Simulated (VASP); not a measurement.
# MgO (Fm-3m) in VASP: single point with PBE

Aim: the single point of MgO with PBE.

Everything below comes from runs of VASP 6.6.1. Logs are shortened: lines on timing, memory, paths and dates and some standing lists are left out, and cuts for length are marked.

**Measured values to compare with.**

From “Electronic structure of alkaline earth and post-transition metal oxides”, 2009, arxiv:0908.1581, for a bulk crystal of MgO: band gap 7.83 eV.

The runs below are set against these values where they give the same quantity.

### Step 1. The cell of the first run

It takes space group Fm-3m (No. 225, cubic). The conventional cell has a = 4.254 Å, b = 4.254 Å, c = 4.254 Å, α = 90.00°, β = 90.00°, γ = 90.00°. Within 2.8 Å of Mg (site symmetry m-3m) lie 6 O at 2.13 Å. Within 2.8 Å of O (site symmetry m-3m) lie 6 Mg at 2.13 Å.

### Step 2. Single point, PBE

Input file INCAR:

```
ALGO = Normal
EDIFF = 1E-6
ENCUT = 840
GGA = PE
GGA_COMPAT = False
ISIF = 2
ISMEAR = 0
LASPH = True
LCHARG = True
LELF = True
LREAL = False
LVHAR = True
LWAVE = False
NBANDS = 15
NELM = 120
PREC = Accurate
SIGMA = 0.02
```

Input file KPOINTS:

```
k-points
0
Gamma
  10 10 10
```

Input file POSCAR:

```
MgO
1.0
    0.0000000000      2.1268410541      2.1268410541
    2.1268410541      0.0000000000      2.1268410541
    2.1268410541      2.1268410541      0.0000000000
Mg O
1 1
Direct
    0.0000000000      0.0000000000      0.0000000000
    0.5000000000      0.5000000000      0.5000000000
```

Potentials or basis: VASP PAW PBE potentials, release 64 (Mg_sv, O).

On the command line:

```
$ cat potpaw_PBE.64/Mg_sv/POTCAR potpaw_PBE.64/O/POTCAR > POTCAR
$ mpirun -np 1 vasp_std > vasp.out
```

OUTCAR:

```text
EDIFF = 1E-6
   ENCUT = 840
   GGA = PE
   ISIF = 2
   ISMEAR = 0
   LASPH = True
   LREAL = False
   NELM = 120
   PREC = Accurate

 ion  position               nearest neighbor table
   1  0.000  0.000  0.000-   2 2.13   2 2.13   2 2.13   2 2.13   2 2.13   2 2.13
   2  0.500  0.500  0.500-   1 2.13   1 2.13   1 2.13   1 2.13   1 2.13   1 2.13

  LATTYP: Found a face centered cubic cell.
 ALAT       =     4.2536821082

  Lattice vectors:

 A1 = (   0.0000000000,   2.1268410541,   2.1268410541)
 A2 = (   2.1268410541,   0.0000000000,   2.1268410541)
 A3 = (   2.1268410541,   2.1268410541,   0.0000000000)

Analysis of symmetry for initial positions (statically):
=====================================================================
 Subroutine PRICEL returns:
 Original cell was already a primitive cell.

 Routine SETGRP: Setting up the symmetry group for a
 face centered cubic supercell.

 Subroutine GETGRP returns: Found 48 space group operations
 (whereof 48 operations were pure point group operations)
 out of a pool of 48 trial point group operations.

The static configuration has the point symmetry O_h .

Analysis of symmetry for dynamics (positions and initial velocities):
=====================================================================
 Subroutine PRICEL returns:
 Original cell was already a primitive cell.

 Routine SETGRP: Setting up the symmetry group for a
 face centered cubic supercell.

 Subroutine GETGRP returns: Found 48 space group operations
 (whereof 48 operations were pure point group operations)
 out of a pool of 48 trial point group operations.

The dynamic configuration has the point symmetry O_h .

 Subroutine INISYM returns: Found 48 space group operations
 (whereof 48 operations are pure point group operations),
 and found     1 'primitive' translations

----------------------------------------------------------------------------------------

                                     Primitive cell

  volume of cell :      19.2413

  direct lattice vectors                    reciprocal lattice vectors
     0.000000000  2.126841054  2.126841054    -0.235090440  0.235090440  0.235090440
     2.126841054  0.000000000  2.126841054     0.235090440 -0.235090440  0.235090440
     2.126841054  2.126841054  0.000000000     0.235090440  0.235090440 -0.235090440

  length of vectors
     3.007807464  3.007807464  3.007807464     0.407188587  0.407188587  0.407188587

  position of ions in fractional coordinates (direct lattice)
     0.000000000  0.000000000  0.000000000
     0.500000000  0.500000000  0.500000000

  ion indices of the primitive-cell ions
   primitive index   ion index
                 1           1
                 2           2

----------------------------------------------------------------------------------------

 KPOINTS: k-points

Automatic generation of k-mesh.
 Grid dimensions read from file:
 generate k-points for:   10   10   10

 Generating k-lattice:

  Cartesian coordinates                     Fractional coordinates (reciprocal lattice)
    -0.023509044  0.023509044  0.023509044     0.100000000  0.000000000  0.000000000
     0.023509044 -0.023509044  0.023509044     0.000000000  0.100000000  0.000000000
     0.023509044  0.023509044 -0.023509044     0.000000000  0.000000000  0.100000000

  Length of vectors
     0.040718859  0.040718859  0.040718859

  Shift w.r.t. Gamma in fractional coordinates (k-lattice)
     0.000000000  0.000000000  0.000000000

 Subroutine IBZKPT returns following result:
 ===========================================

 Found     47 irreducible k-points:

 Following reciprocal coordinates:
            Coordinates               Weight
  0.000000  0.000000  0.000000      1.000000
  0.100000  0.000000  0.000000      8.000000
  0.200000  0.000000  0.000000      8.000000
  0.300000  0.000000  0.000000      8.000000
  0.400000  0.000000  0.000000      8.000000
  0.500000  0.000000  0.000000      4.000000
[... 16 lines left out ...]
  0.300000  0.300000  0.000000      6.000000
  0.400000  0.300000  0.000000     24.000000
 [... further k-points ...]
   k-points           NKPTS =     47   k-points in BZ     NKDIM =     47   number of bands    NBANDS=     15
   number of dos      NEDOS =    301   number of ions     NIONS =      2
   total plane-waves  NPLWV =  21952
   dimension x,y,z NGX =    28 NGY =   28 NGZ =   28
   dimension x,y,z NGXF=    56 NGYF=   56 NGZF=   56
   ions per type =               1   1
   NGX,Y,Z   is equivalent  to a cutoff of  15.48, 15.48, 15.48 a.u.
   NGXF,Y,Z  is equivalent  to a cutoff of  30.95, 30.95, 30.95 a.u.
 SYSTEM =  unknown system
   PREC   = accura    normal or accurate (medium, high low for compatibility)
   ISTART =      0    job   : 0-new  1-cont  2-samecut
   ICHARG =      2    charge: 1-file 2-atom 10-const
   ISPIN  =      1    spin polarized calculation?
   LNONCOLLINEAR =      F non collinear calculations
   LSORBIT =      F    spin-orbit coupling
   LASPH  =      T    aspherical Exc in radial PAW
   ENCUT  =  840.0 eV  61.74 Ry    7.86 a.u.   7.11  7.11  7.11*2*pi/ulx,y,z
   NELM   =    120;   NELMIN=  2; NELMDL= -5     # of ELM steps
   EDIFF  = 0.1E-05   stopping-criterion for ELM
   LREAL  =      F    real-space projection
   EDIFFG = 0.1E-04   stopping-criterion for IOM
   NSW    =      0    number of steps for IOM
   IBRION =     -1    ionic relax: 0-MD 1-quasi-New 2-CG
   NFREE  =      0    steps in history (QN), initial steepest desc. (CG)
   ISIF   =      2    stress and relaxation
   ISYM   =      2    0-nonsym 1-usesym 2-fastsym
   POTIM  = 0.5000    time-step for ionic-motion
   TEBEG  =    0.0;   TEEND  =   0.0 temperature during run
   PSTRESS=    0.0 pullay stress
   NELECT =      16.0000    total number of electrons
   NUPDOWN=      -1.0000    fix difference up-down
   EMIN   =  10.00;   EMAX   =-10.00  energy-range for DOS
   EFERMI =   0.00;   METHOD = LEGACY
   ISMEAR =     0;   SIGMA  =   0.02  broadening in eV -4-tet -1-fermi 0-gaus
   EFERMI_NEDOS =   21; number of points for ismear=-14 and -15
   IALGO  =     38    algorithm
   IMIX   =      4    mixing-type and parameters
     AMIX     =   0.40;   BMIX     =  1.00
     AMIX_MAG =   1.60;   BMIX_MAG =  1.00
  volume/ion in A,a.u.               =       9.62        64.92
  Fermi-wavevector in a.u.,A,eV,Ry     =   1.539465  2.909167 32.245157  2.369952
  Thomas-Fermi vector in A             =   2.645689
   LORBIT       =      0    0 simple, 1 ext, 2 COOP (PROOUT), +10 PAW based schemes
   GGA     = PE    functional components
   LHFCALC =     F    Hartree Fock is set to
   AEXX    =    0.0000 exact exchange contribution
   IVDW    =     0    specifies the selected vdW correction
   LEPSILON=     F    determine dielectric tensor
   LRPA    =     F    only Hartree local field effects (RPA)
 non-spin polarized calculation
 Gauss-broadening in eV      SIGMA  =   0.02
  energy-cutoff  :      840.00
  volume of cell :       19.24
 maximum number of plane-waves:      1090
   NGX = 15   NGY = 15   NGZ = 15

 number of electron      15.9999997 magnetization

 Free energy of the ion-electron system (eV)
  ---------------------------------------------------
  ext. energy  EPLUGINS =         0.00000000
  ---------------------------------------------------
  free energy    TOTEN  =       -11.88480016 eV

  energy without entropy =      -11.88480016  energy(sigma->0) =      -11.88480016

 E-fermi :   2.8839     XC(G=0): -11.2435

 val. band max:        2.7068204002   @ k =   0.0000   0.0000   0.0000
 cond. band min:       7.1655878614   @ k =   0.0000   0.0000   0.0000
 fundamental gap:      4.4587674612
 Fermi energy:         2.8839440836

 k-point     1 :       0.0000    0.0000    0.0000
  band No.  band energies     occupation
      1     -69.6648      2.00000
      2     -36.3929      2.00000
      3     -36.3929      2.00000
      4     -36.3929      2.00000
      5     -14.3943      2.00000
      6       2.7068      2.00000
      7       2.7068      2.00000
      8       2.7068      2.00000
      9       7.1656      0.00000
     10      18.3448      0.00000
     11      18.3448      0.00000
     12      18.3448      0.00000
     13      22.1804      0.00000
     14      23.9282      0.00000
     15      23.9282      0.00000

 k-point     2 :       0.1000    0.0000    0.0000
  band No.  band energies     occupation
      1     -69.6639      2.00000
      2     -36.4002      2.00000
      3     -36.3937      2.00000
      4     -36.3937      2.00000
      5     -14.2914      2.00000
      6       2.0621      2.00000
      7       2.6426      2.00000
      8       2.6426      2.00000
      9       7.7966      0.00000
     10      17.1034      0.00000
     11      18.5740      0.00000
     12      18.5740      0.00000
     13      23.1678      0.00000
     14      23.1678      0.00000
     15      23.7854      0.00000

 k-point     3 :       0.2000    0.0000    0.0000
  band No.  band energies     occupation
      1     -69.6621      2.00000
      2     -36.4196      2.00000
      3     -36.3957      2.00000
      4     -36.3957      2.00000
      5     -14.0093      2.00000
      6       0.7725      2.00000
      7       2.4795      2.00000
      8       2.4795      2.00000
      9       8.9947      0.00000
     10      15.5833      0.00000
     11      19.0233      0.00000
     12      19.0233      0.00000
     13      22.4707      0.00000
     14      22.4707      0.00000
     15      24.5475      0.00000

 k-point     4 :       0.3000    0.0000    0.0000
  band No.  band energies     occupation
      1     -69.6598      2.00000
      2     -36.4434      2.00000
      3     -36.3981      2.00000
      4     -36.3981      2.00000
      5     -13.6310      2.00000
      6      -0.5051      2.00000
      7       2.2876      2.00000
      8       2.2876      2.00000
      9       9.9579      0.00000
     10      14.8427      0.00000
     11      19.0933      0.00000
     12      19.0933      0.00000
     13      22.9152      0.00000
     14      22.9152      0.00000
     15      23.9385      0.00000
[... 307 lines left out ...]
 k-point    22 :      -0.2000    0.2000    0.0000
  band No.  band energies     occupation
      1     -69.6591      2.00000
      2     -36.4391      2.00000
      3     -36.4123      2.00000
      4     -36.3975      2.00000
      5     -13.5227      2.00000
      6      -0.3154      2.00000
      7       1.4242      2.00000
      8       2.2852      2.00000
      9      10.8791      0.00000
     10      14.4558      0.00000
     11      17.5140      0.00000
     12      20.1735      0.00000
     13      20.9686      0.00000
     14      23.7339      0.00000
     15      27.0649      0.00000

 k-point    23 :       0.3000    0.3000    0.0000
  band No.  band energies     occupation
      1     -69.6581      2.00000
      2     -36.4375      2.00000
      3     -36.4097      2.00000
      4     -36.4097      2.00000
      5     -13.4504      2.00000
      6      -0.3573      2.00000
      7       1.8048      2.00000
      8       1.8048      2.00000
      9      11.2662      0.00000
     10      13.0825      0.00000
     11      16.8409      0.00000
     12      20.3020      0.00000
     13      20.3020      0.00000
     14      26.5280      0.00000
     15      29.5107      0.00000

 k-point    24 :       0.4000    0.3000    0.0000
  band No.  band energies     occupation
      1     -69.6567      2.00000
      2     -36.4470      2.00000
      3     -36.4147      2.00000
      4     -36.4125      2.00000
      5     -13.2202      2.00000
      6      -0.7581      2.00000
      7       1.4526      2.00000
      8       1.6630      2.00000
      9      12.0081      0.00000
     10      12.7963      0.00000
     11      16.0199      0.00000
     12      20.5188      0.00000
     13      20.7190      0.00000
     14      27.2387      0.00000
     15      29.1173      0.00000

 [... further k-points ...]
[... 5 lines left out ...]
  --------------------------------------------------------------------------------------
  -------------------------------------------------------------------------------------
  Total        0.0063534      0.0063534      0.0063534     -0.0000000      0.0000000     -0.0000000
  in kB        0.5290320      0.5290320      0.5290320     -0.0000000      0.0000000     -0.0000000
  external PRESSURE =       0.5290320 kB  Pullay stress =       0.0000000 kB

 VOLUME and BASIS-vectors are now :
 -----------------------------------------------------------------------------
  energy-cutoff  :      840.00
  volume of cell :       19.24
      direct lattice vectors                 reciprocal lattice vectors
     0.000000000  2.126841054  2.126841054    -0.235090440  0.235090440  0.235090440
     2.126841054  0.000000000  2.126841054     0.235090440 -0.235090440  0.235090440
     2.126841054  2.126841054  0.000000000     0.235090440  0.235090440 -0.235090440

 POSITION                                       TOTAL-FORCE (eV/Angst)
 -----------------------------------------------------------------------------------
      0.00000      0.00000      0.00000         0.000000      0.000000      0.000000
      2.12684      2.12684      2.12684        -0.000000     -0.000000     -0.000000
 -----------------------------------------------------------------------------------
    total drift:                                0.000000      0.000000      0.000000

  FREE ENERGIE OF THE ION-ELECTRON SYSTEM (eV)
  ---------------------------------------------------
  free  energy   TOTEN  =       -11.8848001600 eV

  energy  without entropy=      -11.8848001600  energy(sigma->0) =      -11.88480016
```

Wall time 26 s (1 thread of Intel Xeon Platinum 8375C at 2.90GHz (Ice Lake), shared host); peak memory 0.16 GiB.

Results:

| Item | Value |
| --- | --- |
| Free energy | -11.8848 eV |
| Pressure | 0.1 GPa |
| Band gap on the k mesh | 4.46 eV |

### Step 3. How close it comes

Step 2. Measured gap of MgO: 7.83 eV (quoted in “Electronic structure of alkaline earth and post-transition metal oxides”, 2009, arxiv:0908.1581). This calculation gives 4.46 eV (-3.37 eV). The value is that of PBE, without temperature or zero-point motion. Semilocal functionals fall short of measured gaps as a rule.
